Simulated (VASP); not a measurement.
NaI: single point with PBE

The system is NaI.

```
Na I
1.0
     4.04054    0.00000    0.00000
     0.00000    4.04054    0.00000
     0.00000    0.00000    4.04054
Na I
1 1
Direct
  0.00000 0.00000 0.00000
  0.50000 0.50000 0.50000
```

| Item | Value |
| --- | --- |
| Program | VASP 6.6.1 |
| Task | single point |
| Functional | PBE |
| Potentials or basis | VASP PAW PBE potentials, release 64 (Na_pv, I) |
| Cutoff | 520 eV |
| k mesh | 6 × 6 × 6 |
| Occupations | gaussian, width 0.01 eV |
| Spin | no spin polarisation |
| Dipole correction | no |
| Further INCAR settings | ALGO = Normal; EDIFF = 1e-06; NBANDS = 14 |

The pressure is 0.3 GPa and the band gap on the k mesh is 2.30 eV, indirect (least direct gap 2.79 eV).

Levels at points of the mesh, in eV from the valence-band top:
```tsv
k point	band 5	band 6	band 7	band 8	band 9	band 10
(0.00, 0.00, 0.00)	-0.65	-0.65	-0.65	2.30	5.59	5.59
(0.50, 0.00, 0.00)	-3.26	-0.32	-0.32	4.64	6.29	7.06
(0.50, 0.50, 0.00)	-2.59	-2.59	0.00	2.79	7.00	8.26
(0.50, 0.50, 0.50)	-2.10	-2.10	-2.10	4.18	4.18	4.18
```

Run time: 9.1 s on 1 thread of Intel(R) Xeon(R) 6975P-C (Granite Rapids), with other jobs on the host, peak memory 0.17 GiB.

Caveat: spin-orbit coupling is left out, which moves the levels of the heavy elements. A k mesh can miss the band edges.
